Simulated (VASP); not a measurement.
# F (Cmce) in VASP: a series of runs

F is run at these levels: PBEsol; tasks: single point.

Everything below comes from runs of VASP 6.6.1. Logs are shortened: lines on timing, memory, paths and dates and some standing lists are left out, and cuts for length are marked.

### 1 The cell of the first run

Symmetry: Cmce, No. 64, orthorhombic system. The conventional cell has a = 7.505 Å, b = 3.933 Å, c = 6.376 Å, α = 90.00°, β = 90.00°, γ = 90.00°. F (site symmetry m) has 1 F at 1.40 Å within 1.9 Å.

### 2 Single point, PBEsol (strain +0.0600 x Voigt [1, -1, 0, 0, 0, 0])

File INCAR:

```
SYSTEM = F
ALGO = Normal
EDIFF = 1E-6
ENCUT = 520
GGA = PS
ISIF = 2
ISMEAR = 0
LASPH = .True.
LCHARG = .False.
LREAL = .False.
LWAVE = .False.
NBANDS = 22
NELM = 60
PREC = Accurate
SIGMA = 0.05
```

File KPOINTS:

```
k-points
0
Gamma
  6 6 4
  0 0 0
```

File POSCAR:

```
F
1.0
    3.7525250800     -1.9663869400      0.0000000000
    3.7525250800      1.9663869400      0.0000000000
    0.0000000000      0.0000000000      6.3757260000
F
4
Direct
    0.9125420000      0.0874580000      0.0960130000
    0.5874580000      0.4125420000      0.5960130000
    0.4125420000      0.5874580000      0.4039870000
    0.0874580000      0.9125420000      0.9039870000
```

Potentials or basis: VASP PAW PBE potentials, release 64 (F).

The run is started by

```sh
$ cat potpaw_PBE.64/F/POTCAR > POTCAR
$ mpirun -np 1 vasp_std > vasp.out
```

OUTCAR:

```text
SYSTEM = F
   EDIFF = 1E-6
   ENCUT = 520
   GGA = PS
   ISIF = 2
   ISMEAR = 0
   LASPH = .True.
   LREAL = .False.
   NELM = 60
   PREC = Accurate

 ion  position               nearest neighbor table
   1  0.913  0.087  0.096-   4 1.40
   2  0.587  0.413  0.596-   3 1.40
   3  0.413  0.587  0.404-   2 1.40
   4  0.087  0.913  0.904-   1 1.40

  LATTYP: Found a base centered orthorhombic cell.
 ALAT       =     3.9327738800
 B/A-ratio  =     1.9083350299
 C/A-ratio  =     1.6211778746

  Lattice vectors:

 A1 = (  -3.7525250800,  -1.9663869400,   0.0000000000)
 A2 = (   3.7525250800,  -1.9663869400,   0.0000000000)
 A3 = (   0.0000000000,   0.0000000000,   6.3757260000)

Analysis of symmetry for initial positions (statically):
=====================================================================
 Subroutine PRICEL returns:
 Original cell was already a primitive cell.

 Routine SETGRP: Setting up the symmetry group for a
 base centered orthorhombic supercell.

 Subroutine GETGRP returns: Found  8 space group operations
 (whereof  4 operations were pure point group operations)
 out of a pool of  8 trial point group operations.

The static configuration has the point symmetry C_2h.
 The point group associated with its full space group is D_2h.

Analysis of symmetry for dynamics (positions and initial velocities):
=====================================================================
 Subroutine PRICEL returns:
 Original cell was already a primitive cell.

 Routine SETGRP: Setting up the symmetry group for a
 base centered orthorhombic supercell.

 Subroutine GETGRP returns: Found  8 space group operations
 (whereof  4 operations were pure point group operations)
 out of a pool of  8 trial point group operations.

The dynamic configuration has the point symmetry C_2h.
 The point group associated with its full space group is D_2h.

 Subroutine INISYM returns: Found  8 space group operations
 (whereof  4 operations are pure point group operations),
 and found     1 'primitive' translations

----------------------------------------------------------------------------------------

                                     Primitive cell

  volume of cell :      94.0919

  direct lattice vectors                    reciprocal lattice vectors
     3.752525080 -1.966386940  0.000000000     0.133243613 -0.254273454  0.000000000
     3.752525080  1.966386940  0.000000000     0.133243613  0.254273454  0.000000000
     0.000000000  0.000000000  6.375726000     0.000000000  0.000000000  0.156844883

  length of vectors
     4.236522403  4.236522403  6.375726000     0.287069417  0.287069417  0.156844883

  position of ions in fractional coordinates (direct lattice)
     0.912542000  0.087458000  0.096013000
     0.587458000  0.412542000  0.596013000
     0.412542000  0.587458000  0.403987000
     0.087458000  0.912542000  0.903987000

  ion indices of the primitive-cell ions
   primitive index   ion index
                 1           1
                 2           2
                 3           3
                 4           4

----------------------------------------------------------------------------------------

 KPOINTS: k-points

Automatic generation of k-mesh.
 Grid dimensions read from file:
 generate k-points for:    6    6    4

 Generating k-lattice:

  Cartesian coordinates                     Fractional coordinates (reciprocal lattice)
     0.022207269 -0.042378909  0.000000000     0.166666667  0.000000000  0.000000000
     0.022207269  0.042378909  0.000000000     0.000000000  0.166666667  0.000000000
     0.000000000  0.000000000  0.039211221     0.000000000  0.000000000  0.250000000

  Length of vectors
     0.047844903  0.047844903  0.039211221

  Shift w.r.t. Gamma in fractional coordinates (k-lattice)
     0.000000000  0.000000000  0.000000000

 Subroutine IBZKPT returns following result:
 ===========================================

 Found     39 irreducible k-points:

 Following reciprocal coordinates:
            Coordinates               Weight
  0.000000  0.000000  0.000000      1.000000
  0.166667  0.000000  0.000000      4.000000
  0.333333  0.000000  0.000000      4.000000
  0.500000  0.000000  0.000000      2.000000
  0.166667  0.166667  0.000000      2.000000
  0.333333  0.166667  0.000000      4.000000
[... 16 lines left out ...]
  0.333333  0.333333  0.250000      4.000000
  0.500000  0.333333  0.250000      8.000000
 [... further k-points ...]
   k-points           NKPTS =     39   k-points in BZ     NKDIM =     39   number of bands    NBANDS=     22
   number of dos      NEDOS =    301   number of ions     NIONS =      4
   total plane-waves  NPLWV =  49152
   dimension x,y,z NGX =    32 NGY =   32 NGZ =   48
   dimension x,y,z NGXF=    64 NGYF=   64 NGZF=   96
   ions per type =               4
   NGX,Y,Z   is equivalent  to a cutoff of  12.56, 12.56, 12.52 a.u.
   NGXF,Y,Z  is equivalent  to a cutoff of  25.11, 25.11, 25.03 a.u.
 SYSTEM =  F
   PREC   = accura    normal or accurate (medium, high low for compatibility)
   ISTART =      0    job   : 0-new  1-cont  2-samecut
   ICHARG =      2    charge: 1-file 2-atom 10-const
   ISPIN  =      1    spin polarized calculation?
   LNONCOLLINEAR =      F non collinear calculations
   LSORBIT =      F    spin-orbit coupling
   LASPH  =      T    aspherical Exc in radial PAW
   ENCUT  =  520.0 eV  38.22 Ry    6.18 a.u.   7.88  7.88 11.85*2*pi/ulx,y,z
   NELM   =     60;   NELMIN=  2; NELMDL= -5     # of ELM steps
   EDIFF  = 0.1E-05   stopping-criterion for ELM
   LREAL  =      F    real-space projection
   EDIFFG = 0.1E-04   stopping-criterion for IOM
   NSW    =      0    number of steps for IOM
   IBRION =     -1    ionic relax: 0-MD 1-quasi-New 2-CG
   NFREE  =      0    steps in history (QN), initial steepest desc. (CG)
   ISIF   =      2    stress and relaxation
   ISYM   =      2    0-nonsym 1-usesym 2-fastsym
   POTIM  = 0.5000    time-step for ionic-motion
   TEBEG  =    0.0;   TEEND  =   0.0 temperature during run
   PSTRESS=    0.0 pullay stress
   NELECT =      28.0000    total number of electrons
   NUPDOWN=      -1.0000    fix difference up-down
   EMIN   =  10.00;   EMAX   =-10.00  energy-range for DOS
   EFERMI =   0.00;   METHOD = LEGACY
   ISMEAR =     0;   SIGMA  =   0.05  broadening in eV -4-tet -1-fermi 0-gaus
   EFERMI_NEDOS =   21; number of points for ismear=-14 and -15
   IALGO  =     38    algorithm
   IMIX   =      4    mixing-type and parameters
     AMIX     =   0.40;   BMIX     =  1.00
     AMIX_MAG =   1.60;   BMIX_MAG =  1.00
  volume/ion in A,a.u.               =      23.52       158.74
  Fermi-wavevector in a.u.,A,eV,Ry     =   1.092975  2.065423 16.253433  1.194594
  Thomas-Fermi vector in A             =   2.229251
   LORBIT       =      0    0 simple, 1 ext, 2 COOP (PROOUT), +10 PAW based schemes
   GGA     = PS    functional components
   LHFCALC =     F    Hartree Fock is set to
   AEXX    =    0.0000 exact exchange contribution
   IVDW    =     0    specifies the selected vdW correction
   LEPSILON=     F    determine dielectric tensor
   LRPA    =     F    only Hartree local field effects (RPA)
 non-spin polarized calculation
 Gauss-broadening in eV      SIGMA  =   0.05
  energy-cutoff  :      520.00
  volume of cell :       94.09
 maximum number of plane-waves:      2554
   NGX = 15   NGY = 15   NGZ = 23

 number of electron      28.0000003 magnetization

 Free energy of the ion-electron system (eV)
  ---------------------------------------------------
  ext. energy  EPLUGINS =         0.00000000
  ---------------------------------------------------
  free energy    TOTEN  =        -7.79301270 eV

  energy without entropy =       -7.79301270  energy(sigma->0) =       -7.79301270

 E-fermi :  -6.1720     XC(G=0):  -5.9013

 val. band max:       -6.5106085858   @ k =   0.5000   0.5000   0.0000
 cond. band min:      -3.2678179027   @ k =   0.0000   0.0000   0.0000
 fundamental gap:      3.2427906831
 Fermi energy:        -6.1719708069

 k-point     1 :       0.0000    0.0000    0.0000
  band No.  band energies     occupation
      1     -31.4440      2.00000
      2     -31.3474      2.00000
      3     -24.9158      2.00000
      4     -24.6713      2.00000
      5     -12.9973      2.00000
      6     -12.5667      2.00000
[... 14 lines left out ...]
     21      11.5656      0.00000
     22      12.0441      0.00000

 k-point     2 :       0.1667    0.0000    0.0000
  band No.  band energies     occupation
      1     -31.4349      2.00000
      2     -31.3512      2.00000
      3     -24.9013      2.00000
      4     -24.6900      2.00000
      5     -12.9783      2.00000
      6     -12.6012      2.00000
[... 14 lines left out ...]
     21      10.1859      0.00000
     22      11.9813      0.00000

 k-point     3 :       0.3333    0.0000    0.0000
  band No.  band energies     occupation
      1     -31.4118      2.00000
      2     -31.3634      2.00000
      3     -24.8611      2.00000
      4     -24.7395      2.00000
      5     -12.9174      2.00000
      6     -12.6950      2.00000
[... 14 lines left out ...]
     21       9.0962      0.00000
     22       9.8364      0.00000
[... 476 lines left out ...]
 k-point    23 :       0.3333    0.3333    0.2500
  band No.  band energies     occupation
      1     -31.4267      2.00000
      2     -31.3594      2.00000
      3     -24.8769      2.00000
      4     -24.7075      2.00000
      5     -12.9296      2.00000
      6     -12.6386      2.00000
[... 14 lines left out ...]
     21       8.7995      0.00000
     22      10.8822      0.00000

 k-point    24 :       0.5000    0.3333    0.2500
  band No.  band energies     occupation
      1     -31.4191      2.00000
      2     -31.3612      2.00000
      3     -24.8670      2.00000
      4     -24.7217      2.00000
      5     -12.9126      2.00000
      6     -12.6605      2.00000
[... 14 lines left out ...]
     21       8.9042      0.00000
     22       9.2393      0.00000

 [... further k-points ...]

------------------------ aborting loop because EDIFF is reached ----------------------------------------

  FORCE on cell =-STRESS in cart. coord.  units (eV):
  Direction    XX          YY          ZZ          XY          YZ          ZX
  --------------------------------------------------------------------------------------
  -------------------------------------------------------------------------------------
  Total       -0.2771903     -0.0689559      0.5586655      0.0000000      0.0000000      0.0000000
  in kB       -4.7199386     -1.1741675      9.5128412      0.0000000      0.0000000      0.0000000
  external PRESSURE =       1.2062450 kB  Pullay stress =       0.0000000 kB

 VOLUME and BASIS-vectors are now :
 -----------------------------------------------------------------------------
  energy-cutoff  :      520.00
  volume of cell :       94.09
      direct lattice vectors                 reciprocal lattice vectors
     3.752525080 -1.966386940  0.000000000     0.133243613 -0.254273454  0.000000000
     3.752525080  1.966386940  0.000000000     0.133243613  0.254273454  0.000000000
     0.000000000  0.000000000  6.375726000     0.000000000  0.000000000  0.156844883

 POSITION                                       TOTAL-FORCE (eV/Angst)
 -----------------------------------------------------------------------------------
      3.75253     -1.62243      0.61215         0.000000      0.170822      0.290841
      3.75253     -0.34395      3.80002         0.000000     -0.170822      0.290841
      3.75253      0.34395      2.57571         0.000000      0.170822     -0.290841
      3.75253      1.62243      5.76357         0.000000     -0.170822     -0.290841
 -----------------------------------------------------------------------------------
    total drift:                                0.000000      0.000000     -0.000000

  FREE ENERGIE OF THE ION-ELECTRON SYSTEM (eV)
  ---------------------------------------------------
  free  energy   TOTEN  =        -7.7930126967 eV

  energy  without entropy=       -7.7930126967  energy(sigma->0) =       -7.79301270
```

Wall time 22 s (1 thread of Intel Xeon 6975P-C (Granite Rapids), shared host); peak memory 0.22 GiB.

What came out:

| Item | Value |
| --- | --- |
| Free energy | -7.7930 eV |
| Pressure | 0.1 GPa |
| Largest force | 0.337 eV/Å |
| Band gap on the k mesh | 3.24 eV |

Forces in eV/Å, atoms in the order of the input:
```
F    0.000  0.171  0.291
F    0.000 -0.171  0.291
F    0.000  0.171 -0.291
F    0.000 -0.171 -0.291
```

Caveat: the cell differs from its parent crystal (strain +0.0600 x Voigt [1, -1, 0, 0, 0, 0]); the PAW data sets were made with another functional, which shifts forces and pressure a little. A k mesh can miss the band edges.

### 3 Single point, PBEsol (strain -0.0450 x Voigt [1, -1, 0, 0, 0, 0])

File INCAR:

```
SYSTEM = F
PREC = Accurate
ENCUT = 520
EDIFF = 1E-6
ISMEAR = 0
SIGMA = 0.05
LREAL = .FALSE.
LASPH = .TRUE.
NELM = 80
ALGO = Normal
ISIF = 2
LWAVE = .FALSE.
LCHARG = .FALSE.
GGA = PS
NBANDS = 22
```

File KPOINTS:

```
regular mesh
0
G
  6 6 4
  0 0 0
```

Edit POSCAR of step 2 so:

```diff
@@ -2,4 +2,4 @@
 1.0
-    3.7525250800     -1.9663869400      0.0000000000
-    3.7525250800      1.9663869400      0.0000000000
+    3.3808126900     -2.1860365450      0.0000000000
+    3.3808126900      2.1860365450      0.0000000000
     0.0000000000      0.0000000000      6.3757260000
```

Potentials or basis: VASP PAW PBE potentials, release 64 (F).

The run is started by

```sh
$ cat potpaw_PBE.64/F/POTCAR > POTCAR
$ mpirun -np 1 vasp_std > vasp.out
```

Wall time 29 s (1 thread of Intel Xeon 6975P-C (Granite Rapids), shared host); peak memory 0.2 GiB.

The run converged. Its results:

```
Free energy            : -7.7557 eV
Pressure               : -2.2 GPa
Largest force          : 1.037 eV/Å
Band gap on the k mesh : 2.85 eV (least direct gap 2.86 eV)
```

Forces on the atoms (eV/Å):
```
F    0.000 -0.551 -0.878
F    0.000  0.551 -0.878
F    0.000 -0.551  0.878
F    0.000  0.551  0.878
```

Stress tensor (GPa, compression positive):
```
-0.48  0.00  0.00
 0.00 -2.05  0.00
 0.00  0.00 -4.08
```

Levels at points of the mesh, in eV from the valence-band top:
| k point | band 12 | band 13 | band 14 | band 15 | band 16 | band 17 |
| --- | --- | --- | --- | --- | --- | --- |
| (0.00, 0.00, 0.00) | -0.13 | -0.09 | -0.01 | 2.85 | 3.14 | 8.51 |
| (0.50, 0.00, 0.00) | -0.15 | -0.13 | -0.13 | 3.00 | 3.00 | 11.40 |
| (0.50, 0.50, 0.00) | -0.27 | -0.02 | 0.00 | 2.92 | 3.12 | 11.41 |
| (0.00, 0.00, 0.50) | -0.18 | -0.11 | -0.11 | 2.96 | 2.96 | 9.51 |
| (0.50, 0.00, 0.50) | -0.15 | -0.10 | -0.10 | 3.01 | 3.01 | 12.13 |
| (0.50, 0.50, 0.50) | -0.19 | -0.14 | -0.14 | 3.00 | 3.00 | 12.14 |

Caveat: the cell differs from its parent crystal (strain -0.0450 x Voigt [1, -1, 0, 0, 0, 0]); this functional lacks dispersion, which holds the molecules together, so the pressure and a relaxed volume are unreliable; the PAW data sets were made with another functional, which shifts forces and pressure a little. A k mesh can miss the band edges.

### 4 Single point, PBEsol (strain +0.0525 x Voigt [1, -1, 0, 0, 0, 0])

File INCAR:

```
SYSTEM = F
PREC     = Accurate       ! precision mode
ENCUT    = 520            ! plane-wave cutoff, eV
EDIFF    = 1E-7           ! SCF threshold, eV
ISMEAR   = 0              ! smearing method
SIGMA    = 0.05           ! smearing width, eV
LREAL    = .FALSE.        ! projectors in reciprocal space
LASPH    = .TRUE.         ! aspherical terms in the spheres
NELM     = 100            ! most SCF steps
ALGO     = Normal         ! electronic algorithm
ISIF     = 2              ! what is computed and relaxed
LWAVE    = .FALSE.        ! write WAVECAR
LCHARG   = .FALSE.        ! write CHGCAR
GGA      = PS             ! functional
NBANDS   = 22             ! bands
```

File KPOINTS:

```
Automatic mesh
0
G
  6 6 4
  0 0 0
```

Edit POSCAR of step 3 so:

```diff
@@ -2,4 +2,4 @@
 1.0
-    3.3808126900     -2.1860365450      0.0000000000
-    3.3808126900      2.1860365450      0.0000000000
+    3.7259741950     -1.9820761975      0.0000000000
+    3.7259741950      1.9820761975      0.0000000000
     0.0000000000      0.0000000000      6.3757260000
```

The run is started by

```sh
$ cat potpaw_PBE.64/F/POTCAR > POTCAR
$ mpirun -np 1 vasp_std > vasp.out
```

Wall time 25 s (1 thread of Intel Xeon 6975P-C (Granite Rapids), shared host); peak memory 0.21 GiB.

The run converged. Its results:

| Item | Value |
| --- | --- |
| Free energy | -7.7942 eV |
| Pressure | -0.1 GPa |
| Largest force | 0.232 eV/Å |
| Band gap on the k mesh | 3.22 eV |

Forces on the atoms (eV/Å):
```
F    0.000  0.119  0.199
F    0.000 -0.119  0.199
F    0.000  0.119 -0.199
F    0.000 -0.119 -0.199
```

Stress tensor (GPa, compression positive):
```
-0.47  0.00  0.00
 0.00 -0.25  0.00
 0.00  0.00  0.55
```

Levels at points of the mesh, in eV from the valence-band top:
```tsv
k point	band 11	band 12	band 13	band 14	band 15	band 16	band 17	band 18
(0.00, 0.00, 0.00)	-0.41	-0.19	-0.03	0.00	3.22	3.65	8.36	11.51
(0.50, 0.00, 0.00)	-0.16	-0.16	-0.14	-0.14	3.46	3.46	11.46	11.46
(0.50, 0.50, 0.00)	-0.42	-0.30	-0.01	0.00	3.27	3.64	10.60	12.22
(0.00, 0.00, 0.50)	-0.22	-0.22	-0.11	-0.11	3.39	3.39	9.35	9.35
(0.50, 0.00, 0.50)	-0.15	-0.15	-0.10	-0.10	3.45	3.45	12.21	12.21
(0.50, 0.50, 0.50)	-0.22	-0.22	-0.15	-0.15	3.43	3.43	11.37	11.37
```

Caveat: the cell differs from its parent crystal (strain +0.0525 x Voigt [1, -1, 0, 0, 0, 0]); this functional lacks dispersion, which holds the molecules together, so the pressure and a relaxed volume are unreliable; the PAW data sets were made with another functional, which shifts forces and pressure a little. A k mesh can miss the band edges.

### 5 Overview

```tsv
cell	gap on the mesh (eV)	pressure (GPa)	largest force (eV/Å)
a = 4.237, b = 4.237, c = 6.376 Å, angles 90.0, 90.0, 55.3°, 4 atoms	3.24	0.1	0.34
a = 4.026, b = 4.026, c = 6.376 Å, angles 90.0, 90.0, 65.8°, 4 atoms	2.85	-2.2	1.04
a = 4.220, b = 4.220, c = 6.376 Å, angles 90.0, 90.0, 56.0°, 4 atoms	3.22	-0.1	0.23
```

Alike in all rows: task single point; level PBEsol; potentials or basis VASP PAW PBE potentials, release 64 (F); no spin polarisation; k mesh 6 × 6 × 4; cutoff (eV) 520; smearing gaussian 0.05 eV.

Caveats: the PAW data sets were made with another functional, which shifts forces and pressure a little; this functional lacks dispersion, which holds the molecules together, so the pressure and a relaxed volume are unreliable (at least some runs).

Absolute energies hang on the potentials; compare differences alone.
